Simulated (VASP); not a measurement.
A run of VASP 6.6.1:

File INCAR:

```
SYSTEM = Ti3H
PREC = Accurate
ENCUT = 520
EDIFF = 1E-6
ISMEAR = 0
SIGMA = 0.1
LREAL = .False.
LASPH = .True.
NELM = 60
ALGO = Normal
ISIF = 2
LWAVE = .False.
LCHARG = .False.
LDIPOL = .True.
IDIPOL = 3
DIPOL = 0.5 0.5 0.357
GGA = PE
NBANDS = 26
```

The input KPOINTS:

```
Automatic mesh
0
Gamma
  10 10 1
  0 0 0
```

Contents of POSCAR:

```
Ti3H
1.0
    2.8192036097      0.0000000000      0.0000000000
   -0.9397345366      2.6579706533      0.0000000000
    0.0000000000      0.0000000000     19.8263799740
Ti H
3 1
Direct
    0.5000000000      0.5000000000      0.2017514042
    0.0000000000      0.0000000000      0.3111715134
    0.5000000000      0.5000000000      0.4199647129
    0.5000000000      0.8333333333      0.4941043405
```

Potentials or basis: VASP PAW PBE potentials, release 64 (Ti_sv, H).

The run is started by

```sh
$ cat potpaw_PBE.64/Ti_sv/POTCAR potpaw_PBE.64/H/POTCAR > POTCAR
$ mpirun -np 1 vasp_std > vasp.out
```

Hardware: 1 thread of Intel(R) Xeon(R) 6975P-C (Granite Rapids) (shared host).

Estimate the wall time of this run.

Wall time 4.4 min on 1 thread of Intel(R) Xeon(R) 6975P-C (Granite Rapids) (shared host), peak memory 0.37 GiB. Counts: scf iterations 27, k points 52.
